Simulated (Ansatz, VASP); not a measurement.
**C in VASP and in Ansatz**

Contents of POSCAR:

```
C
1.0
    1.2280263465      0.7090013417      3.3470108394
   -1.2280263465      0.7090013417      3.3470108394
    0.0000000000     -1.4180026834      3.3470108394
C
2
Direct
    0.1404927572      0.1404927572      0.2110144855
    0.8360000000      0.8360000000      0.8360000000
```

INCAR.step1

```
ALGO     = Normal         # electronic algorithm
EDIFF    = 1E-4           # SCF threshold, eV
ENCUT    = 520            # plane-wave cutoff, eV
GGA      = PE             # functional
ISMEAR   = 0              # smearing method
LASPH    = True           # aspherical terms in the spheres
LCHARG   = False          # write CHGCAR
LREAL    = False          # projectors in reciprocal space
LWAVE    = True           # write WAVECAR
NBANDS   = 11             # bands
NELM     = 80             # most SCF steps
PREC     = Accurate       # precision mode
SIGMA    = 0.05           # smearing width, eV
```

File INCAR.step2:

```
ALGO     = Normal         # electronic algorithm
EDIFF    = 1E-6           # SCF threshold, eV
ENCUT    = 520            # plane-wave cutoff, eV
ISIF     = 2              # what is computed and relaxed
ISMEAR   = 0              # smearing method
ISTART   = 1            
LASPH    = True           # aspherical terms in the spheres
LCHARG   = True           # write CHGCAR
LELF     = True           # ELF
LMIXTAU  = True         
LREAL    = False          # projectors in reciprocal space
LVHAR    = True         
LWAVE    = False          # write WAVECAR
METAGGA  = R2SCAN         # meta-GGA
NBANDS   = 11             # bands
NELM     = 80             # most SCF steps
PREC     = Accurate       # precision mode
SIGMA    = 0.05           # smearing width, eV
```

KPOINTS

```
k-points
0
Gamma
  12 12 12
```

Input for Ansatz:

```yaml
crystal:
  lattice:
    - [1.2280263465, 0.7090013417, 3.3470108394]
    - [-1.2280263465, 0.7090013417, 3.3470108394]
    - [0.0, -1.4180026834, 3.3470108394]
  atoms:
    - { symbol: C, position: [0.1404927572, 0.1404927572, 0.2110144855] }
    - { symbol: C, position: [0.836, 0.836, 0.836] }
basis:
  ecutwfc: 500
kpoints:
  mp_grid: { grid: [12, 12, 12] }
hamiltonian:
  xc: r2scan
scf:
  occupations: { method: gaussian, width: 0.05 }
output:
  forces: true
  stress: true
  eigenvalues: true
```

Alike in both runs: task single point; functional r2SCAN; k mesh 12 × 12 × 12; occupations gaussian, width 0.05 eV; no spin polarisation.

```csv
,VASP,Ansatz
version,VASP 6.6.1,Ansatz 0.2.0
potentials or method,"VASP PAW PBE potentials, release 64 (C), cutoff 520 eV","scalar-relativistic, plane waves, PAW"
valence electrons in the cell,8,8
```

```csv
,VASP,Ansatz,Ansatz less VASP
gap on the k mesh at the Fermi level (eV),0.72,0.72,0.000
least direct gap on the mesh (eV),0.77,0.77,+0.002
pressure (GPa),6.1,5.4,-0.63
"traceless stress, the component that is largest in VASP (GPa)",14.31,13.60,-0.711
rms of the force components (eV/Å),3.635,3.620,-0.0152
```

VASP's potentials were made for PBE, not for r2SCAN. Atom by atom the forces differ by 0.017 eV/Å (rms over components). The functional is the same, so the differences come from potentials, cutoffs and numerics.
